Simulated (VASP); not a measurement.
# Ti (I4/mmm) in VASP: further runs

Runs on Ti. Level: PBEsol. Tasks: single point.

Everything below comes from runs of VASP 6.6.1. Logs are shortened: lines on timing, memory, paths and dates and some standing lists are left out, and cuts for length are marked.

## Step 1: The cell of the first run

It takes space group I4/mmm (No. 139, tetragonal). Conventional cell: a = 3.007 Å, b = 3.007 Å, c = 3.909 Å, α = 90.00°, β = 90.00°, γ = 90.00°. Ti (site symmetry 4/mmm) has 12 Ti at 2.89 to 3.01 Å within 3.8 Å.

## Step 2: Single point, PBEsol

Input file INCAR:

```
PREC     = Accurate       # precision mode
ENCUT    = 520            # plane-wave cutoff, eV
EDIFF    = 1E-6           # SCF threshold, eV
ISMEAR   = 0              # smearing method
SIGMA    = 0.15           # smearing width, eV
LREAL    = F              # projectors in reciprocal space
LASPH    = T              # aspherical terms in the spheres
NELM     = 100            # most SCF steps
ALGO     = Fast           # electronic algorithm
ISIF     = 2              # what is computed and relaxed
LWAVE    = F              # write WAVECAR
LCHARG   = F              # write CHGCAR
GGA      = PS             # functional
NBANDS   = 12             # bands
```

Input file KPOINTS:

```
regular mesh
0
Gamma
  22 22 22
```

Input file POSCAR:

```
Ti
1.0
   -1.5035831967      1.5035831967      1.9546581557
    1.5035831967     -1.5035831967      1.9546581557
    1.5035831967      1.5035831967     -1.9546581557
Ti
1
Direct
    0.0000000000      0.0000000000      0.0000000000
```

Potentials or basis: VASP PAW PBE potentials, release 64 (Ti_sv).

The run is started by

```bash
$ cat potpaw_PBE.64/Ti_sv/POTCAR > POTCAR
$ mpirun -np 1 vasp_std > vasp.out
```

OUTCAR:

```text
PREC = Accurate
   ENCUT = 520
   EDIFF = 1E-6
   ISMEAR = 0
   LREAL = F
   LASPH = T
   NELM = 100
   ISIF = 2
   GGA = PS

 ion  position               nearest neighbor table
   1  0.000  0.000  0.000-

  LATTYP: Found a body centered tetragonal cell.
 ALAT       =     3.0071663934
 C/A-ratio  =     1.3000000000

  Lattice vectors:

 A1 = (  -1.5035831967,   1.5035831967,   1.9546581557)
 A2 = (   1.5035831967,  -1.5035831967,   1.9546581557)
 A3 = (   1.5035831967,   1.5035831967,  -1.9546581557)

Analysis of symmetry for initial positions (statically):
=====================================================================
 Subroutine PRICEL returns:
 Original cell was already a primitive cell.

 Routine SETGRP: Setting up the symmetry group for a
 body centered tetragonal supercell.

 Subroutine GETGRP returns: Found 16 space group operations
 (whereof 16 operations were pure point group operations)
 out of a pool of 16 trial point group operations.

The static configuration has the point symmetry D_4h.

Analysis of symmetry for dynamics (positions and initial velocities):
=====================================================================
 Subroutine PRICEL returns:
 Original cell was already a primitive cell.

 Routine SETGRP: Setting up the symmetry group for a
 body centered tetragonal supercell.

 Subroutine GETGRP returns: Found 16 space group operations
 (whereof 16 operations were pure point group operations)
 out of a pool of 16 trial point group operations.

The dynamic configuration has the point symmetry D_4h.

 Subroutine INISYM returns: Found 16 space group operations
 (whereof 16 operations are pure point group operations),
 and found     1 'primitive' translations

----------------------------------------------------------------------------------------

                                     Primitive cell

  volume of cell :      17.6761

  direct lattice vectors                    reciprocal lattice vectors
    -1.503583197  1.503583197  1.954658156     0.000000000  0.332538965  0.255799204
     1.503583197 -1.503583197  1.954658156     0.332538965  0.000000000  0.255799204
     1.503583197  1.503583197 -1.954658156     0.332538965  0.332538965  0.000000000

  length of vectors
     2.888289003  2.888289003  2.888289003     0.419541888  0.419541888  0.470281114

  position of ions in fractional coordinates (direct lattice)
     0.000000000  0.000000000  0.000000000

  ion indices of the primitive-cell ions
   primitive index   ion index
                 1           1

[... 77 lines left out ...]
   ISIF   =      2    stress and relaxation
   ISYM   =      2    0-nonsym 1-usesym 2-fastsym
   POTIM  = 0.5000    time-step for ionic-motion
   TEBEG  =    0.0;   TEEND  =   0.0 temperature during run
   PSTRESS=    0.0 pullay stress
   NELECT =      12.0000    total number of electrons
   NUPDOWN=      -1.0000    fix difference up-down
   EMIN   =  10.00;   EMAX   =-10.00  energy-range for DOS
   EFERMI =   0.00;   METHOD = LEGACY
   ISMEAR =     0;   SIGMA  =   0.15  broadening in eV -4-tet -1-fermi 0-gaus
   EFERMI_NEDOS =   21; number of points for ismear=-14 and -15
   IALGO  =     68    algorithm
   IMIX   =      4    mixing-type and parameters
     AMIX     =   0.40;   BMIX     =  1.00
     AMIX_MAG =   1.60;   BMIX_MAG =  1.00
  volume/ion in A,a.u.               =      17.68       119.28
  Fermi-wavevector in a.u.,A,eV,Ry     =   1.438821  2.718977 28.166848  2.070205
  Thomas-Fermi vector in A             =   2.557745
   LORBIT       =      0    0 simple, 1 ext, 2 COOP (PROOUT), +10 PAW based schemes
   GGA     = PS    functional components
   LHFCALC =     F    Hartree Fock is set to
   AEXX    =    0.0000 exact exchange contribution
   IVDW    =     0    specifies the selected vdW correction
   LEPSILON=     F    determine dielectric tensor
   LRPA    =     F    only Hartree local field effects (RPA)
 non-spin polarized calculation
 RMM-DIIS sequential band-by-band and
 Gauss-broadening in eV      SIGMA  =   0.15
  energy-cutoff  :      520.00
  volume of cell :       17.68
 maximum number of plane-waves:       499
 NGX is ok and might be reduce to    24
   NGX = 11   NGY = 11   NGZ = 11

 number of electron      11.9999999 magnetization

 Free energy of the ion-electron system (eV)
  ---------------------------------------------------
  ext. energy  EPLUGINS =         0.00000000
  ---------------------------------------------------
  free energy    TOTEN  =        -8.26417689 eV

  energy without entropy =       -8.24202919  energy(sigma->0) =       -8.25310304

 E-fermi :   7.8915     XC(G=0): -11.5524

 val. band max:        7.8905337411   @ k =  -0.0455  -0.3636   0.0455
 cond. band min:       7.8919302128   @ k =   0.3636   0.1364   0.1364
 fundamental gap:      0.0013964717
 Fermi energy:         7.8914572698

 k-point     1 :       0.0000    0.0000    0.0000
  band No.  band energies     occupation
      1     -48.6016      2.00000
      2     -24.5773      2.00000
      3     -24.5773      2.00000
      4     -24.5661      2.00000
      5       1.8567      2.00000
      6       8.6025      0.00000
      7       8.6025      0.00000
      8       9.2066      0.00000
      9       9.9699      0.00000
     10      10.6570      0.00000
     11      23.1948      0.00000
     12      26.8004      0.00000
[... 331 lines left out ...]
 k-point    24 :      -0.4545    0.0455    0.0000
  band No.  band energies     occupation
      1     -48.4882      2.00000
      2     -25.1882      2.00000
      3     -24.6958      2.00000
      4     -24.6217      2.00000
      5       5.3167      2.00000
      6       8.2017      0.00344
      7       8.3769      0.00000
      8       9.1081      0.00000
      9      11.2286      0.00000
     10      11.5028      0.00000
     11      16.3571      0.00000
     12      22.3085      0.00000

 [... further k-points ...]
[... 5 lines left out ...]
  --------------------------------------------------------------------------------------
  -------------------------------------------------------------------------------------
  Total       -0.7778567     -0.7778567     -0.5005031      0.0000000      0.0000000      0.0000000
  in kB      -70.5057340    -70.5057340    -45.3661147      0.0000000      0.0000000      0.0000000
  external PRESSURE =     -62.1258609 kB  Pullay stress =       0.0000000 kB

 VOLUME and BASIS-vectors are now :
 -----------------------------------------------------------------------------
  energy-cutoff  :      520.00
  volume of cell :       17.68
      direct lattice vectors                 reciprocal lattice vectors
    -1.503583197  1.503583197  1.954658156     0.000000000  0.332538965  0.255799204
     1.503583197 -1.503583197  1.954658156     0.332538965  0.000000000  0.255799204
     1.503583197  1.503583197 -1.954658156     0.332538965  0.332538965  0.000000000

 POSITION                                       TOTAL-FORCE (eV/Angst)
 -----------------------------------------------------------------------------------
      0.00000      0.00000      0.00000        -0.000000     -0.000000      0.000000
 -----------------------------------------------------------------------------------
    total drift:                               -0.000000      0.000000      0.000000

  FREE ENERGIE OF THE ION-ELECTRON SYSTEM (eV)
  ---------------------------------------------------
  free  energy   TOTEN  =        -8.2641768853 eV

  energy  without entropy=       -8.2420291920  energy(sigma->0) =       -8.25310304
```

OSZICAR:

```text
N       E                     dE             d eps       ncg     rms          rms(c)
DAV:   1     0.868443462418E+02    0.86844E+02   -0.65410E+03 20056   0.120E+03
DAV:   2    -0.506354657079E+01   -0.91908E+02   -0.89452E+02 20360   0.297E+02
DAV:   3    -0.935497821941E+01   -0.42914E+01   -0.42440E+01 27780   0.657E+01
[... 12 lines left out ...]
RMM:  16    -0.826416863560E+01   -0.94024E-05   -0.84765E-05 26908   0.503E-02    0.102E-02
RMM:  17    -0.826417243693E+01   -0.38013E-05   -0.35033E-05 25269   0.352E-02    0.652E-03
RMM:  18    -0.826417495151E+01   -0.25146E-05   -0.23831E-05 23080   0.265E-02    0.178E-03
RMM:  19    -0.826417615423E+01   -0.12027E-05   -0.11609E-05 20635   0.175E-02    0.194E-03
RMM:  20    -0.826417688531E+01   -0.73108E-06   -0.69200E-06 18533   0.122E-02
   1 F= -.82641769E+01 E0= -.82531030E+01  d E =-.221477E-01
```

stdout:

```text
POSCAR found type information on POSCAR Ti
 POSCAR found :  1 types and       1 ions
 scaLAPACK will be used
 -----------------------------------------------------------------------------
|                                                                             |
|                                                                             |
|     You enforced a specific xc type in the INCAR file but a different       |
[... 32 lines left out ...]
WARNING in EDDRMM: call to ZHEGV failed, returncode =   8  4      5
WARNING in EDDRMM: call to ZHEGV failed, returncode =   6  3      5
WARNING in EDDRMM: call to ZHEGV failed, returncode =   6  3      5
WARNING in EDDRMM: call to ZHEGV failed, returncode =   6  3      5
WARNING in EDDRMM: call to ZHEGV failed, returncode =   8  4      5
WARNING in EDDRMM: call to ZHEGV failed, returncode =   6  3      7
WARNING in EDDRMM: call to ZHEGV failed, returncode =   6  3     10
```

Wall time 3.2 min (1 thread of Intel Xeon Platinum 8488C (Sapphire Rapids), shared host); peak memory 0.28 GiB.

What came out:

| Item | Value |
| --- | --- |
| Free energy | -8.2642 eV |
| Pressure | -6.2 GPa |
| Band gap on the k mesh | zero (band 6 reaches 8.75 eV, above the bottom of band 7 at 7.32 eV) |

Caveat: the PAW data sets were made with another functional, which shifts forces and pressure a little.

## Step 3: Single point, PBEsol

Input file INCAR:

```
PREC = Accurate ; ENCUT = 520
EDIFF = 1E-6 ; ISMEAR = 0
SIGMA = 0.15 ; LREAL = False
LASPH = True ; NELM = 80
ALGO = Fast ; ISIF = 2
LWAVE = False ; LCHARG = False
GGA = PS ; NBANDS = 12
```

Input file KPOINTS:

```
Automatic mesh
0
Gamma
  22 22 22
```

Input file POSCAR:

```
Ti
1.0
   -1.6872494890      1.6872494890      1.5522695298
    1.6872494890     -1.6872494890      1.5522695298
    1.6872494890      1.6872494890     -1.5522695298
Ti
1
Direct
    0.0000000000      0.0000000000      0.0000000000
```

Potentials or basis: VASP PAW PBE potentials, release 64 (Ti_sv).

The run is started by

```bash
$ cat potpaw_PBE.64/Ti_sv/POTCAR > POTCAR
$ mpirun -np 1 vasp_std > vasp.out
```

OUTCAR:

```text
PREC = Accurate
   ENCUT = 520
   EDIFF = 1E-6
   ISMEAR = 0
   LREAL = False
   LASPH = True
   NELM = 80
   ISIF = 2
   GGA = PS

 ion  position               nearest neighbor table
   1  0.000  0.000  0.000-

  LATTYP: Found a body centered tetragonal cell.
 ALAT       =     3.3744989780
 C/A-ratio  =     0.9200000000

  Lattice vectors:

 A1 = (  -1.6872494890,   1.6872494890,   1.5522695298)
 A2 = (   1.6872494890,  -1.6872494890,   1.5522695298)
 A3 = (   1.6872494890,   1.6872494890,  -1.5522695298)
[... 531 lines left out ...]
      3     -24.7403      2.00000
      4     -24.5663      2.00000
      5       5.3391      2.00000
      6       7.2422      2.00000
      7       8.6915      0.00000
      8      10.4698      0.00000
      9      11.0244      0.00000
     10      11.8332      0.00000
     11      17.2009      0.00000
     12      20.9691      0.00000

 [... further k-points ...]
[... 5 lines left out ...]
  --------------------------------------------------------------------------------------
  -------------------------------------------------------------------------------------
  Total       -0.6646761     -0.6646761     -0.9163496      0.0000000      0.0000000     -0.0000000
  in kB      -60.2469275    -60.2469275    -83.0588780      0.0000000      0.0000000     -0.0000000
  external PRESSURE =     -67.8509110 kB  Pullay stress =       0.0000000 kB

 VOLUME and BASIS-vectors are now :
 -----------------------------------------------------------------------------
  energy-cutoff  :      520.00
  volume of cell :       17.68
      direct lattice vectors                 reciprocal lattice vectors
    -1.687249489  1.687249489  1.552269530     0.000000000  0.296340288  0.322109009
     1.687249489 -1.687249489  1.552269530     0.296340288  0.000000000  0.322109009
     1.687249489  1.687249489 -1.552269530     0.296340288  0.296340288  0.000000000

 POSITION                                       TOTAL-FORCE (eV/Angst)
 -----------------------------------------------------------------------------------
      0.00000      0.00000      0.00000        -0.000000     -0.000000      0.000000
 -----------------------------------------------------------------------------------
    total drift:                               -0.000000      0.000000      0.000000

  FREE ENERGIE OF THE ION-ELECTRON SYSTEM (eV)
  ---------------------------------------------------
  free  energy   TOTEN  =        -8.2296303953 eV

  energy  without entropy=       -8.2035220778  energy(sigma->0) =       -8.21657624
```

OSZICAR:

```text
N       E                     dE             d eps       ncg     rms          rms(c)
DAV:   1     0.858939683816E+02    0.85894E+02   -0.65433E+03 20060   0.119E+03
DAV:   2    -0.513460678509E+01   -0.91029E+02   -0.88701E+02 20508   0.295E+02
DAV:   3    -0.933868614373E+01   -0.42041E+01   -0.41538E+01 27984   0.646E+01
[... 12 lines left out ...]
RMM:  16    -0.822962179238E+01   -0.67501E-05   -0.85895E-05 27261   0.601E-02    0.295E-02
RMM:  17    -0.822962507980E+01   -0.32874E-05   -0.42978E-05 24796   0.430E-02    0.164E-02
RMM:  18    -0.822962781091E+01   -0.27311E-05   -0.27904E-05 22806   0.327E-02    0.356E-03
RMM:  19    -0.822962944238E+01   -0.16315E-05   -0.14619E-05 20016   0.197E-02    0.514E-04
RMM:  20    -0.822963039525E+01   -0.95288E-06   -0.88888E-06 16756   0.123E-02
   1 F= -.82296304E+01 E0= -.82165762E+01  d E =-.261083E-01
```

stdout:

```text
POSCAR found type information on POSCAR Ti
 POSCAR found :  1 types and       1 ions
 scaLAPACK will be used
 -----------------------------------------------------------------------------
|                                                                             |
|                                                                             |
|     You enforced a specific xc type in the INCAR file but a different       |
[... 21 lines left out ...]
WARNING in EDDRMM: call to ZHEGV failed, returncode =   8  4      5
WARNING in EDDRMM: call to ZHEGV failed, returncode =   6  3      6
WARNING in EDDRMM: call to ZHEGV failed, returncode =   6  3     11
WARNING in EDDRMM: call to ZHEGV failed, returncode =   6  3      7
WARNING in EDDRMM: call to ZHEGV failed, returncode =   6  3     10
WARNING in EDDRMM: call to ZHEGV failed, returncode =   6  3      5
WARNING in EDDRMM: call to ZHEGV failed, returncode =   6  3      5
```

Run time: 3.8 min. Hardware: 1 thread of Intel Xeon Platinum 8488C (Sapphire Rapids), shared host; peak memory 0.28 GiB.

Results:

```
Free energy            : -8.2296 eV
Pressure               : -6.8 GPa
Band gap on the k mesh : zero (band 6 reaches 8.69 eV, above the bottom of band 7 at 7.19 eV)
```

Caveat: the PAW data sets were made with another functional, which shifts forces and pressure a little.

(Part 1 of 2 ends here.)
